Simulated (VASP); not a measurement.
Input of a VASP 6.6.1 run:

INCAR

```
PREC = Accurate
ENCUT = 600
EDIFF = 1E-7
ISMEAR = -1
SIGMA = 0.05
LREAL = False
LASPH = True
NELM = 60
ALGO = Normal
ISIF = 4
LWAVE = False
LCHARG = False
GGA = PE
IBRION = 2
NSW = 50
EDIFFG = -0.005
```

Contents of KPOINTS:

```
Automatic mesh
0
Gamma
  16 16 9
```

POSCAR

```
Zn
1.0
    2.4758812339      0.0000000000      0.0000000000
   -1.2379406170      2.1441760453      0.0000000000
    0.0000000000      0.0000000000      4.5419422327
Zn
2
Direct
    0.3333333333      0.6666666667      0.2500000000
    0.6666666667      0.3333333333      0.7500000000
```

Potentials or basis: VASP PAW PBE potentials, release 64 (Zn).

The run is started by

```bash
$ cat potpaw_PBE.64/Zn/POTCAR > POTCAR
$ mpirun -np 1 vasp_std > vasp.out
```

(1) Predict the band gap on the k mesh.

Answers

(1) zero (band 12 reaches 6.84 eV, above the bottom of band 13 at 2.96 eV).
